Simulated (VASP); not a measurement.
Runs of VASP 6.6.1 on Zn. The structure is that of space group P6_3/mmc (No. 194), or close to it. The cells are those of the table. 

| cell | further INCAR settings | gap on the mesh (eV) | pressure (GPa) |
| --- | --- | --- | --- |
| a = 2.665, b = 2.665, c = 5.145 Å, angles 90.0, 90.0, 120.0°, 2 atoms | ALGO = Fast; EDIFF = 1e-07; NBANDS = 19 | none | -1.9 |
| a = 2.558, b = 2.558, c = 5.145 Å, angles 90.0, 90.0, 120.0°, 2 atoms | ALGO = Fast; EDIFF = 1e-06; NBANDS = 19 | none | 6.8 |
| a = 2.771, b = 2.771, c = 4.947 Å, angles 90.0, 90.0, 120.0°, 2 atoms | ALGO = Fast; EDIFF = 1e-06; NBANDS = 19 | none | -5.0 |
| a = 2.558, b = 2.558, c = 5.342 Å, angles 90.0, 90.0, 120.0°, 2 atoms | ALGO = Fast; EDIFF = 1e-06; NBANDS = 19 | none | (b) |
| a = 2.878, b = 2.878, c = 4.551 Å, angles 90.0, 90.0, 120.0°, 2 atoms | ALGO = Fast; EDIFF = 1e-07; NBANDS = 19 | none | -4.5 |
| a = 2.771, b = 2.771, c = 4.551 Å, angles 90.0, 90.0, 120.0°, 2 atoms | ALGO = Fast; EDIFF = 1e-07; NBANDS = 19 | none | (c) |
| a = 2.771, b = 2.771, c = 4.749 Å, angles 90.0, 90.0, 120.0°, 2 atoms | ALGO = Fast; EDIFF = 1e-06; NBANDS = 19 | none | -3.4 |
| a = 2.665, b = 2.665, c = 5.342 Å, angles 90.0, 90.0, 120.0°, 2 atoms | ALGO = Fast; EDIFF = 1e-06; NBANDS = 19 | none | (a) |

Alike in all rows: task single point; level PBE; potentials or basis VASP PAW PBE potentials, release 64 (Zn); no spin polarisation; k mesh 24 × 24 × 10; cutoff (eV) 520; smearing gaussian 0.15 eV.

Question: Estimate the missing entries.

Answer: (a) -2.9; (b) 4.6; (c) -0.6.

Caveats: the cell stands under tension (at least some runs); the stress differs along the axes, from 2 to 9 GPa (at least some runs); the stress differs along the axes, from 0 to 7 GPa (at least some runs).

A gap of «none» marks levels without a gap at the run's occupations.
